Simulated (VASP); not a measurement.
# Cd2S (I4/mmm) in VASP: further runs, part 2 of 3

VASP 6.6.1.

## Step 3: Single point, PBE

This run uses another cell than the first one, of 30.44 Å³/atom.

INCAR reads:

```
PREC = Accurate
ENCUT = 520
EDIFF = 1E-6
ISMEAR = 0
SIGMA = 0.1
LREAL = False
LASPH = True
NELM = 100
ALGO = Normal
ISIF = 2
LWAVE = False
LCHARG = True
GGA = PE
LELF = True
LVHAR = True
NBANDS = 22
```

KPOINTS reads:

```
Automatic mesh
0
Gamma
  6 6 6
```

POSCAR reads:

```
Cd2S
1.0
   -2.4736576325      2.4736576325      3.7310247921
    2.4736576325     -2.4736576325      3.7310247921
    2.4736576325      2.4736576325     -3.7310247921
Cd S
2 1
Direct
    0.6742953540      0.6742953540      0.0000000000
    0.3257046460      0.3257046460      0.0000000000
    0.0000000000      0.0000000000      0.0000000000
```

Potentials or basis: VASP PAW PBE potentials, release 64 (Cd, S).

On the command line:

```sh
> cat potpaw_PBE.64/Cd/POTCAR potpaw_PBE.64/S/POTCAR > POTCAR
> mpirun -np 1 vasp_std > vasp.out
```

OUTCAR:

```text
PREC = Accurate
   ENCUT = 520
   EDIFF = 1E-6
   ISMEAR = 0
   LREAL = False
   LASPH = True
   NELM = 100
   ISIF = 2
   GGA = PE

 ion  position               nearest neighbor table
   1  0.674  0.674  0.000-   3 2.43   2 2.60   2 3.68   2 3.68   2 3.68   2 3.68
   2  0.326  0.326  0.000-   3 2.43   1 2.60   1 3.68   1 3.68   1 3.68   1 3.68
   3  0.000  0.000  0.000-   1 2.43   2 2.43

  LATTYP: Found a body centered tetragonal cell.
 ALAT       =     4.9473152650
 C/A-ratio  =     1.5083028238

  Lattice vectors:

 A1 = (  -2.4736576325,   2.4736576325,   3.7310247921)
 A2 = (   2.4736576325,  -2.4736576325,   3.7310247921)
 A3 = (   2.4736576325,   2.4736576325,  -3.7310247921)

Analysis of symmetry for initial positions (statically):
=====================================================================
 Subroutine PRICEL returns:
 Original cell was already a primitive cell.

 Routine SETGRP: Setting up the symmetry group for a
 body centered tetragonal supercell.

 Subroutine GETGRP returns: Found 16 space group operations
 (whereof 16 operations were pure point group operations)
 out of a pool of 16 trial point group operations.

The static configuration has the point symmetry D_4h.

Analysis of symmetry for dynamics (positions and initial velocities):
=====================================================================
 Subroutine PRICEL returns:
 Original cell was already a primitive cell.

 Routine SETGRP: Setting up the symmetry group for a
 body centered tetragonal supercell.

 Subroutine GETGRP returns: Found 16 space group operations
 (whereof 16 operations were pure point group operations)
 out of a pool of 16 trial point group operations.

The dynamic configuration has the point symmetry D_4h.

 Subroutine INISYM returns: Found 16 space group operations
 (whereof 16 operations are pure point group operations),
 and found     1 'primitive' translations

----------------------------------------------------------------------------------------

                                     Primitive cell

  volume of cell :      91.3203

  direct lattice vectors                    reciprocal lattice vectors
    -2.473657633  2.473657633  3.731024792     0.000000000  0.202129831  0.134011439
     2.473657633 -2.473657633  3.731024792     0.202129831  0.000000000  0.134011439
     2.473657633  2.473657633 -3.731024792     0.202129831  0.202129831  0.000000000

  length of vectors
     5.114539096  5.114539096  5.114539096     0.242519142  0.242519142  0.285854749

  position of ions in fractional coordinates (direct lattice)
     0.674295354  0.674295354  0.000000000
     0.325704646  0.325704646  0.000000000
     0.000000000  0.000000000  0.000000000

  ion indices of the primitive-cell ions
   primitive index   ion index
                 1           1
                 2           2
                 3           3

----------------------------------------------------------------------------------------

 KPOINTS: Automatic mesh

Automatic generation of k-mesh.
 Grid dimensions read from file:
 generate k-points for:    6    6    6

 Generating k-lattice:

  Cartesian coordinates                     Fractional coordinates (reciprocal lattice)
     0.000000000  0.033688305  0.022335240     0.166666667 -0.000000000  0.000000000
     0.033688305  0.000000000  0.022335240    -0.000000000  0.166666667  0.000000000
     0.033688305  0.033688305  0.000000000     0.000000000  0.000000000  0.166666667

  Length of vectors
     0.040419857  0.040419857  0.047642458

  Shift w.r.t. Gamma in fractional coordinates (k-lattice)
     0.000000000  0.000000000  0.000000000

 Subroutine IBZKPT returns following result:
 ===========================================

 Found     30 irreducible k-points:

 Following reciprocal coordinates:
            Coordinates               Weight
  0.000000  0.000000  0.000000      1.000000
  0.166667  0.000000 -0.000000      8.000000
  0.333333 -0.000000  0.000000      8.000000
  0.500000 -0.000000  0.000000      4.000000
  0.166667  0.166667 -0.000000      8.000000
  0.333333  0.166667 -0.000000     16.000000
[... 16 lines left out ...]
 -0.333333 -0.333333  0.166667      8.000000
 -0.166667 -0.333333  0.166667      8.000000
 [... further k-points ...]
   k-points           NKPTS =     30   k-points in BZ     NKDIM =     30   number of bands    NBANDS=     22
   number of dos      NEDOS =    301   number of ions     NIONS =      3
   total plane-waves  NPLWV =  64000
   dimension x,y,z NGX =    40 NGY =   40 NGZ =   40
   dimension x,y,z NGXF=    80 NGYF=   80 NGZF=   80
   ions per type =               2   1
   NGX,Y,Z   is equivalent  to a cutoff of  13.00, 13.00, 13.00 a.u.
   NGXF,Y,Z  is equivalent  to a cutoff of  26.00, 26.00, 26.00 a.u.
 SYSTEM =  unknown system
   PREC   = accura    normal or accurate (medium, high low for compatibility)
   ISTART =      0    job   : 0-new  1-cont  2-samecut
   ICHARG =      2    charge: 1-file 2-atom 10-const
   ISPIN  =      1    spin polarized calculation?
   LNONCOLLINEAR =      F non collinear calculations
   LSORBIT =      F    spin-orbit coupling
   LASPH  =      T    aspherical Exc in radial PAW
   ENCUT  =  520.0 eV  38.22 Ry    6.18 a.u.   9.51  9.51  9.51*2*pi/ulx,y,z
   NELM   =    100;   NELMIN=  2; NELMDL= -5     # of ELM steps
   EDIFF  = 0.1E-05   stopping-criterion for ELM
   LREAL  =      F    real-space projection
   EDIFFG = 0.1E-04   stopping-criterion for IOM
   NSW    =      0    number of steps for IOM
   IBRION =     -1    ionic relax: 0-MD 1-quasi-New 2-CG
   NFREE  =      0    steps in history (QN), initial steepest desc. (CG)
   ISIF   =      2    stress and relaxation
   ISYM   =      2    0-nonsym 1-usesym 2-fastsym
   POTIM  = 0.5000    time-step for ionic-motion
   TEBEG  =    0.0;   TEEND  =   0.0 temperature during run
   PSTRESS=    0.0 pullay stress
   NELECT =      30.0000    total number of electrons
   NUPDOWN=      -1.0000    fix difference up-down
   EMIN   =  10.00;   EMAX   =-10.00  energy-range for DOS
   EFERMI =   0.00;   METHOD = LEGACY
   ISMEAR =     0;   SIGMA  =   0.10  broadening in eV -4-tet -1-fermi 0-gaus
   EFERMI_NEDOS =   21; number of points for ismear=-14 and -15
   IALGO  =     38    algorithm
   IMIX   =      4    mixing-type and parameters
     AMIX     =   0.40;   BMIX     =  1.00
     AMIX_MAG =   1.60;   BMIX_MAG =  1.00
  volume/ion in A,a.u.               =      30.44       205.42
  Fermi-wavevector in a.u.,A,eV,Ry     =   1.129604  2.134642 17.361099  1.276005
  Thomas-Fermi vector in A             =   2.266298
   LORBIT       =      0    0 simple, 1 ext, 2 COOP (PROOUT), +10 PAW based schemes
   GGA     = PE    functional components
   LHFCALC =     F    Hartree Fock is set to
   AEXX    =    0.0000 exact exchange contribution
   IVDW    =     0    specifies the selected vdW correction
   LEPSILON=     F    determine dielectric tensor
   LRPA    =     F    only Hartree local field effects (RPA)
 non-spin polarized calculation
 Gauss-broadening in eV      SIGMA  =   0.10
  energy-cutoff  :      520.00
  volume of cell :       91.32
 maximum number of plane-waves:      2477
 NGX is ok and might be reduce to    40
   NGX = 19   NGY = 19   NGZ = 19

 number of electron      29.9999993 magnetization

 Free energy of the ion-electron system (eV)
  ---------------------------------------------------
  ext. energy  EPLUGINS =         0.00000000
  ---------------------------------------------------
  free energy    TOTEN  =        -5.34242058 eV

  energy without entropy =       -5.34227516  energy(sigma->0) =       -5.34234787

 E-fermi :   0.7394     XC(G=0):  -8.5925

 val. band max:        0.5582289411   @ k =   0.5000  -0.0000   0.0000
 cond. band min:       0.9047080356   @ k =   0.5000  -0.0000   0.0000
 fundamental gap:      0.3464790945
 Fermi energy:         0.7393938399

 k-point     1 :       0.0000    0.0000    0.0000
  band No.  band energies     occupation
      1     -11.5799      2.00000
      2      -8.0385      2.00000
      3      -7.9795      2.00000
      4      -7.9795      2.00000
      5      -7.7804      2.00000
      6      -7.6188      2.00000
[... 14 lines left out ...]
     21       6.4874      0.00000
     22       7.4427      0.00000
[... 552 lines left out ...]
  band No.  band energies     occupation
      1     -11.4071      2.00000
      2      -8.6834      2.00000
      3      -7.9258      2.00000
      4      -7.9226      2.00000
      5      -7.7221      2.00000
      6      -7.6772      2.00000
[... 14 lines left out ...]
     21       7.8197      0.00000
     22       9.9685      0.00000

 [... further k-points ...]
[... 5 lines left out ...]
  --------------------------------------------------------------------------------------
  -------------------------------------------------------------------------------------
  Total        0.1667353      0.1667353      0.5649586      0.0000000     -0.0000000      0.0000000
  in kB        2.9253027      2.9253027      9.9119676      0.0000000     -0.0000000      0.0000000
  external PRESSURE =       5.2541910 kB  Pullay stress =       0.0000000 kB

 VOLUME and BASIS-vectors are now :
 -----------------------------------------------------------------------------
  energy-cutoff  :      520.00
  volume of cell :       91.32
      direct lattice vectors                 reciprocal lattice vectors
    -2.473657633  2.473657633  3.731024792     0.000000000  0.202129831  0.134011439
     2.473657633 -2.473657633  3.731024792     0.202129831  0.000000000  0.134011439
     2.473657633  2.473657633 -3.731024792     0.202129831  0.202129831  0.000000000

 POSITION                                       TOTAL-FORCE (eV/Angst)
 -----------------------------------------------------------------------------------
      0.00000      0.00000      5.03163        -0.000000     -0.000000     -0.005612
      0.00000      0.00000      2.43042         0.000000      0.000000      0.005612
      0.00000      0.00000      0.00000         0.000000      0.000000      0.000000
 -----------------------------------------------------------------------------------
    total drift:                               -0.000000     -0.000000      0.000000

  FREE ENERGIE OF THE ION-ELECTRON SYSTEM (eV)
  ---------------------------------------------------
  free  energy   TOTEN  =        -5.3424205797 eV

  energy  without entropy=       -5.3422751595  energy(sigma->0) =       -5.34234787
```

stdout:

```text
POSCAR found type information on POSCAR CdS
 POSCAR found :  2 types and       3 ions
 scaLAPACK will be used
 LDA part: xc-table for (Slater+PW92), standard interpolation
 POSCAR, INCAR and KPOINTS ok, starting setup
 FFT: planning ... GRIDC
 FFT: planning ... GRID_SOFT
 FFT: planning ... GRID
 WAVECAR not read
 entering main loop
```

Wall time 34 s (1 thread of Intel Xeon 6975P-C (Granite Rapids), shared host); peak memory 0.25 GiB.

What came out:

```
Free energy            : -5.3424 eV
Pressure               : 0.5 GPa
Largest force          : 0.006 eV/Å
Band gap on the k mesh : 0.35 eV
```

Forces in eV/Å, atoms in the order of the input:
```
Cd   0.000  0.000 -0.006
Cd   0.000  0.000  0.006
S    0.000  0.000  0.000
```

Stress tensor (GPa, compression positive):
```
0.29 0.00 0.00
0.00 0.29 0.00
0.00 0.00 0.99
```

A k mesh can miss the band edges.

[end of part 2 of 3]
